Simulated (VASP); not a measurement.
# Al in VASP: notebook

Runs on Al. Level: r2SCAN. Tasks: single point.

Everything below comes from runs of VASP 6.6.1. Logs are shortened: lines on timing, memory, paths and dates and some standing lists are left out, and cuts for length are marked.

## (1) The cell of the first run

The structure is cubic, space group Im-3m (No. 229). The conventional cell has a = 3.087 Å, b = 3.087 Å, c = 3.087 Å, α = 90.00°, β = 90.00°, γ = 90.00°. Al (site symmetry m-3m) has 14 Al at 2.67 to 3.09 Å within 3.5 Å.

## (2) Single point, r2SCAN (strain -0.030 along x and y, -0.030 along z)

The input, POSCAR:

```
Al
1.0
   -1.5434821293      1.5434821293      1.5434821293
    1.5434821293     -1.5434821293      1.5434821293
    1.5434821293      1.5434821293     -1.5434821293
Al
1
Direct
    0.0000000000      0.0000000000      0.0000000000
```

The input, INCAR.step1:

```
  PREC = Accurate
  ENCUT = 520
  ISMEAR = 0
  SIGMA = 0.15
  LREAL = F
  LASPH = T
  NELM = 80
  NBANDS = 8
  GGA = PE
  ALGO = Normal
  EDIFF = 1E-4
  LWAVE = T
  LCHARG = F
```

The input, INCAR.step2:

```
  PREC = Accurate
  ENCUT = 520
  EDIFF = 1E-6
  ISMEAR = 0
  SIGMA = 0.15
  LREAL = F
  LASPH = T
  NELM = 80
  ALGO = Normal
  ISIF = 2
  LWAVE = F
  LCHARG = F
  METAGGA = R2SCAN
  LMIXTAU = T
  NBANDS = 8
  ISTART = 1
```

The input, KPOINTS:

```
regular mesh
0
Gamma
  20 20 20
```

Potentials or basis: VASP PAW PBE potentials, release 64 (Al).

On the command line:

```bash
$ cat potpaw_PBE.64/Al/POTCAR > POTCAR
$ cp INCAR.step1 INCAR
$ mpirun -np 1 vasp_std > vasp.out
$ cp INCAR.step2 INCAR
$ mpirun -np 1 vasp_std > vasp.out
```

OUTCAR:

```text
PREC = Accurate
   ENCUT = 520
   EDIFF = 1E-6
   ISMEAR = 0
   LREAL = F
   LASPH = T
   NELM = 80
   ISIF = 2
   METAGGA = R2SCAN
   ISTART = 1

 ion  position               nearest neighbor table
   1  0.000  0.000  0.000-

  LATTYP: Found a body centered cubic cell.
 ALAT       =     3.0869642586

  Lattice vectors:

 A1 = (  -1.5434821293,   1.5434821293,   1.5434821293)
 A2 = (   1.5434821293,  -1.5434821293,   1.5434821293)
 A3 = (   1.5434821293,   1.5434821293,  -1.5434821293)

Analysis of symmetry for initial positions (statically):
=====================================================================
 Subroutine PRICEL returns:
 Original cell was already a primitive cell.

 Routine SETGRP: Setting up the symmetry group for a
 body centered cubic supercell.

 Subroutine GETGRP returns: Found 48 space group operations
 (whereof 48 operations were pure point group operations)
 out of a pool of 48 trial point group operations.

The static configuration has the point symmetry O_h .

Analysis of symmetry for dynamics (positions and initial velocities):
=====================================================================
 Subroutine PRICEL returns:
 Original cell was already a primitive cell.

 Routine SETGRP: Setting up the symmetry group for a
 body centered cubic supercell.

 Subroutine GETGRP returns: Found 48 space group operations
 (whereof 48 operations were pure point group operations)
 out of a pool of 48 trial point group operations.

The dynamic configuration has the point symmetry O_h .

 Subroutine INISYM returns: Found 48 space group operations
 (whereof 48 operations are pure point group operations),
 and found     1 'primitive' translations

----------------------------------------------------------------------------------------

                                     Primitive cell

  volume of cell :      14.7084

  direct lattice vectors                    reciprocal lattice vectors
    -1.543482129  1.543482129  1.543482129     0.000000000  0.323942850  0.323942850
     1.543482129 -1.543482129  1.543482129     0.323942850  0.000000000  0.323942850
     1.543482129  1.543482129 -1.543482129     0.323942850  0.323942850  0.000000000

  length of vectors
     2.673389469  2.673389469  2.673389469     0.458124372  0.458124372  0.458124372

  position of ions in fractional coordinates (direct lattice)
     0.000000000  0.000000000  0.000000000

  ion indices of the primitive-cell ions
   primitive index   ion index
                 1           1

----------------------------------------------------------------------------------------

 KPOINTS: regular mesh

Automatic generation of k-mesh.
 Grid dimensions read from file:
 generate k-points for:   20   20   20

 Generating k-lattice:

  Cartesian coordinates                     Fractional coordinates (reciprocal lattice)
     0.000000000  0.016197143  0.016197143     0.050000000  0.000000000  0.000000000
     0.016197143  0.000000000  0.016197143     0.000000000  0.050000000  0.000000000
     0.016197143  0.016197143  0.000000000     0.000000000  0.000000000  0.050000000

  Length of vectors
     0.022906219  0.022906219  0.022906219

  Shift w.r.t. Gamma in fractional coordinates (k-lattice)
     0.000000000  0.000000000  0.000000000

 Subroutine IBZKPT returns following result:
 ===========================================

 Found    256 irreducible k-points:

 Following reciprocal coordinates:
            Coordinates               Weight
  0.000000  0.000000  0.000000      1.000000
  0.050000  0.000000  0.000000     12.000000
  0.100000  0.000000  0.000000     12.000000
  0.150000  0.000000  0.000000     12.000000
  0.200000  0.000000  0.000000     12.000000
  0.250000  0.000000  0.000000     12.000000
[... 16 lines left out ...]
  0.200000  0.100000  0.000000     48.000000
  0.250000  0.100000  0.000000     48.000000
 [... further k-points ...]
   k-points           NKPTS =    256   k-points in BZ     NKDIM =    256   number of bands    NBANDS=      8
   number of dos      NEDOS =    301   number of ions     NIONS =      1
   total plane-waves  NPLWV =   8000
   dimension x,y,z NGX =    20 NGY =   20 NGZ =   20
   dimension x,y,z NGXF=    40 NGYF=   40 NGZF=   40
   ions per type =               1
   NGX,Y,Z   is equivalent  to a cutoff of  12.44, 12.44, 12.44 a.u.
   NGXF,Y,Z  is equivalent  to a cutoff of  24.87, 24.87, 24.87 a.u.
 SYSTEM =  unknown system
   PREC   = accura    normal or accurate (medium, high low for compatibility)
   ISTART =      1    job   : 0-new  1-cont  2-samecut
   ICHARG =      0    charge: 1-file 2-atom 10-const
   ISPIN  =      1    spin polarized calculation?
   LNONCOLLINEAR =      F non collinear calculations
   LSORBIT =      F    spin-orbit coupling
   LASPH  =      T    aspherical Exc in radial PAW
   ENCUT  =  520.0 eV  38.22 Ry    6.18 a.u.   4.97  4.97  4.97*2*pi/ulx,y,z
   NELM   =     80;   NELMIN=  2; NELMDL=  0     # of ELM steps
   EDIFF  = 0.1E-05   stopping-criterion for ELM
   LREAL  =      F    real-space projection
   EDIFFG = 0.1E-04   stopping-criterion for IOM
   NSW    =      0    number of steps for IOM
   IBRION =     -1    ionic relax: 0-MD 1-quasi-New 2-CG
   NFREE  =      0    steps in history (QN), initial steepest desc. (CG)
   ISIF   =      2    stress and relaxation
   ISYM   =      2    0-nonsym 1-usesym 2-fastsym
   POTIM  = 0.5000    time-step for ionic-motion
   TEBEG  =    0.0;   TEEND  =   0.0 temperature during run
   PSTRESS=    0.0 pullay stress
   NELECT =       3.0000    total number of electrons
   NUPDOWN=      -1.0000    fix difference up-down
   EMIN   =  10.00;   EMAX   =-10.00  energy-range for DOS
   EFERMI =   0.00;   METHOD = LEGACY
   ISMEAR =     0;   SIGMA  =   0.15  broadening in eV -4-tet -1-fermi 0-gaus
   EFERMI_NEDOS =   21; number of points for ismear=-14 and -15
   IALGO  =     38    algorithm
   IMIX   =      4    mixing-type and parameters
     AMIX     =   0.40;   BMIX     =  1.00
     AMIX_MAG =   1.60;   BMIX_MAG =  1.00
  volume/ion in A,a.u.               =      14.71        99.26
  Fermi-wavevector in a.u.,A,eV,Ry     =   0.963667  1.821067 12.635105  0.928654
  Thomas-Fermi vector in A             =   2.093232
   LORBIT       =      0    0 simple, 1 ext, 2 COOP (PROOUT), +10 PAW based schemes
   METAGGA = R2SCAN    functional components
   LHFCALC =     F    Hartree Fock is set to
   AEXX    =    0.0000 exact exchange contribution
   IVDW    =     0    specifies the selected vdW correction
   LEPSILON=     F    determine dielectric tensor
   LRPA    =     F    only Hartree local field effects (RPA)
 non-spin polarized calculation
 Gauss-broadening in eV      SIGMA  =   0.15
  energy-cutoff  :      520.00
  volume of cell :       14.71
 maximum number of plane-waves:       420
   NGX =  9   NGY =  9   NGZ =  9

 number of electron       3.0000000 magnetization

 Free energy of the ion-electron system (eV)
  ---------------------------------------------------
  ext. energy  EPLUGINS =         0.00000000
  ---------------------------------------------------
  free energy    TOTEN  =        -6.58693073 eV

  energy without entropy =       -6.58154692  energy(sigma->0) =       -6.58423883

 E-fermi :   9.2953     XC(G=0): -11.3498

 val. band max:        9.2759069995   @ k =  -0.4000  -0.4000   0.1500
 cond. band min:       9.3016714832   @ k =  -0.3000   0.5000   0.1000
 fundamental gap:      0.0257644837
 Fermi energy:         9.2952826822

 k-point     1 :       0.0000    0.0000    0.0000
  band No.  band energies     occupation
      1      -3.4115      2.00000
      2      24.0570      0.00000
      3      24.0570      0.00000
      4      24.0570      0.00000
      5      27.0913      0.00000
      6      27.0913      0.00000
      7      27.0913      0.00000
      8      27.4867      0.00000

 k-point     2 :       0.0500    0.0000    0.0000
  band No.  band energies     occupation
      1      -3.3292      2.00000
      2      23.1577      0.00000
      3      23.6466      0.00000
      4      23.6912      0.00000
      5      26.2963      0.00000
      6      26.6322      0.00000
      7      27.3564      0.00000
      8      27.6358      0.00000

 k-point     3 :       0.1000    0.0000    0.0000
  band No.  band energies     occupation
      1      -3.0825      2.00000
      2      21.1136      0.00000
      3      22.8409      0.00000
      4      22.8588      0.00000
      5      25.2293      0.00000
      6      25.9373      0.00000
      7      27.6642      0.00000
      8      28.2160      0.00000

 k-point     4 :       0.1500    0.0000    0.0000
  band No.  band energies     occupation
      1      -2.6723      2.00000
      2      18.7730      0.00000
      3      21.9034      0.00000
      4      22.0066      0.00000
      5      24.2155      0.00000
      6      25.3295      0.00000
      7      28.1423      0.00000
      8      28.5603      0.00000

 k-point     5 :       0.2000    0.0000    0.0000
  band No.  band energies     occupation
      1      -2.1003      2.00000
      2      16.4287      0.00000
      3      20.9859      0.00000
      4      21.2464      0.00000
      5      23.3130      0.00000
      6      24.7329      0.00000
      7      28.7702      0.00000
      8      28.9934      0.00000
[... 177 lines left out ...]
 k-point    22 :       0.1500    0.1000    0.0000
  band No.  band energies     occupation
      1      -1.8560      2.00000
      2      16.5502      0.00000
      3      18.1443      0.00000
      4      21.0123      0.00000
      5      24.4409      0.00000
      6      25.7248      0.00000
      7      28.2100      0.00000
      8      29.8656      0.00000

 k-point    23 :       0.2000    0.1000    0.0000
  band No.  band energies     occupation
      1      -1.1259      2.00000
      2      14.3362      0.00000
      3      17.3193      0.00000
      4      20.3171      0.00000
      5      23.7950      0.00000
      6      25.8516      0.00000
      7      28.0835      0.00000
      8      31.1587      0.00000

 k-point    24 :       0.2500    0.1000    0.0000
  band No.  band energies     occupation
      1      -0.2394      2.00000
      2      12.2045      0.00000
      3      16.6504      0.00000
      4      19.7310      0.00000
      5      23.2111      0.00000
      6      25.7754      0.00000
      7      28.3798      0.00000
      8      32.2795      0.00000

 [... further k-points ...]

------------------------ aborting loop because EDIFF is reached ----------------------------------------

  FORCE on cell =-STRESS in cart. coord.  units (eV):
  Direction    XX          YY          ZZ          XY          YZ          ZX
  --------------------------------------------------------------------------------------
  -------------------------------------------------------------------------------------
  Total        0.8633090      0.8633090      0.8633090     -0.0000000     -0.0000000      0.0000000
  in kB       94.0398791     94.0398791     94.0398791     -0.0000000     -0.0000000      0.0000000
  external PRESSURE =      94.0398791 kB  Pullay stress =       0.0000000 kB

 VOLUME and BASIS-vectors are now :
 -----------------------------------------------------------------------------
  energy-cutoff  :      520.00
  volume of cell :       14.71
      direct lattice vectors                 reciprocal lattice vectors
    -1.543482129  1.543482129  1.543482129     0.000000000  0.323942850  0.323942850
     1.543482129 -1.543482129  1.543482129     0.323942850  0.000000000  0.323942850
     1.543482129  1.543482129 -1.543482129     0.323942850  0.323942850  0.000000000

 POSITION                                       TOTAL-FORCE (eV/Angst)
 -----------------------------------------------------------------------------------
      0.00000      0.00000      0.00000         0.000000     -0.000000      0.000000
 -----------------------------------------------------------------------------------
    total drift:                                0.000000      0.000000     -0.000000

  FREE ENERGIE OF THE ION-ELECTRON SYSTEM (eV)
  ---------------------------------------------------
  free  energy   TOTEN  =        -6.5869307342 eV

  energy  without entropy=       -6.5815469233  energy(sigma->0) =       -6.58423883
```

Run time: 53 s. Hardware: 1 thread of Intel Xeon Platinum 8488C (Sapphire Rapids), shared host; peak memory 0.14 GiB.

What came out:

```
Free energy : -6.5869 eV
Pressure    : 9.4 GPa
```

Levels at points of the mesh, in eV from the Fermi level:
```csv
k point,band 1,band 2,band 3,band 4,band 5
"(0.00, 0.00, 0.00)",-12.71,14.76,14.76,14.76,17.80
"(0.50, 0.00, 0.00)",-5.17,-4.16,8.95,9.79,11.48
"(0.50, 0.50, 0.50)",2.22,2.22,2.22,2.76,2.76
```

Caveat: the cell differs from its parent crystal (strain -0.030 along x and y, -0.030 along z); the PAW data sets were made with another functional, which shifts forces and pressure a little.

## (3) Single point, r2SCAN (strain -0.015 along x and y, -0.015 along z)

The input, POSCAR:

```
Al
1.0
   -1.5673504096      1.5673504096      1.5673504096
    1.5673504096     -1.5673504096      1.5673504096
    1.5673504096      1.5673504096     -1.5673504096
Al
1
Direct
    0.0000000000      0.0000000000      0.0000000000
```

The input, INCAR.step1:

```
SYSTEM = Al
PREC = Accurate ; ENCUT = 520
ISMEAR = 0 ; SIGMA = 0.15
LREAL = .FALSE. ; LASPH = .TRUE.
NELM = 60 ; NBANDS = 8
GGA = PE ; ALGO = Normal
EDIFF = 1E-4 ; LWAVE = .TRUE.
LCHARG = .FALSE.
```

The input, INCAR.step2:

```
SYSTEM = Al
PREC = Accurate ; ENCUT = 520
EDIFF = 1E-6 ; ISMEAR = 0
SIGMA = 0.15 ; LREAL = .FALSE.
LASPH = .TRUE. ; NELM = 60
ALGO = Normal ; ISIF = 2
LWAVE = .FALSE. ; LCHARG = .TRUE.
METAGGA = R2SCAN ; LMIXTAU = .TRUE.
LELF = .TRUE. ; LVHAR = .TRUE.
NBANDS = 8 ; ISTART = 1
```

The input, KPOINTS:

```
regular mesh
0
G
  20 20 20
  0 0 0
```

Potentials or basis: VASP PAW PBE potentials, release 64 (Al).

On the command line:

```bash
$ cat potpaw_PBE.64/Al/POTCAR > POTCAR
$ cp INCAR.step1 INCAR
$ mpirun -np 1 vasp_std > vasp.out
$ cp INCAR.step2 INCAR
$ mpirun -np 1 vasp_std > vasp.out
```

Wall time 55 s (1 thread of Intel Xeon Platinum 8488C (Sapphire Rapids), shared host); peak memory 0.14 GiB.

The run converged. Its results:

| Item | Value |
| --- | --- |
| Free energy | -6.6162 eV |
| Pressure | 4.3 GPa |

Levels at points of the mesh, in eV from the Fermi level:
```csv
k point,band 1,band 2,band 3,band 4,band 5,band 6
"(0.00, 0.00, 0.00)",-12.36,14.47,14.47,14.47,17.02,17.02
"(0.50, 0.00, 0.00)",-4.99,-4.09,8.84,9.39,11.14,12.89
"(0.50, 0.50, 0.50)",2.13,2.13,2.13,2.85,2.85,7.38
```

Caveat: the cell differs from its parent crystal (strain -0.015 along x and y, -0.015 along z); the PAW data sets were made with another functional, which shifts forces and pressure a little.

[end of part 1 of 2]
